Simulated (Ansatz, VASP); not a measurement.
Two plane-wave programs on ZnS

```
Zn S
1.0
     3.80652    0.00000    0.00000
    -1.90326    3.29654    0.00000
     0.00000    0.00000    6.24480
Zn S
2 2
Direct
  0.33333 0.66667 0.00034
  0.66667 0.33333 0.50034
  0.33333 0.66667 0.37466
  0.66667 0.33333 0.87466
```

Alike in both runs: functional r2SCAN; k mesh 6 × 6 × 4; occupations gaussian, width 0.02 eV; no spin polarisation.

Ansatz relaxed the structure, and its values are those at the end. VASP's run is a single point on that final structure, the one shown.

|  | VASP | Ansatz |
| --- | --- | --- |
| version | VASP 6.6.1 | Ansatz 0.2.0 |
| potentials or method | VASP PAW PBE potentials, release 64 (Zn, S), cutoff 520 eV | scalar-relativistic, plane waves, PAW |
| valence electrons in the cell | 36 | 36 |

Ansatz gave:

- gap on the k mesh at the Fermi level (eV): 2.78
- least direct gap on the mesh (eV): 2.78
- pressure (GPa): 0.0

Task: What did VASP give for the same quantities?

Result: gap on the k mesh at the Fermi level (eV): 2.79; least direct gap on the mesh (eV): 2.79; pressure (GPa): 0.1.

VASP's potentials were made for PBE, not for r2SCAN.
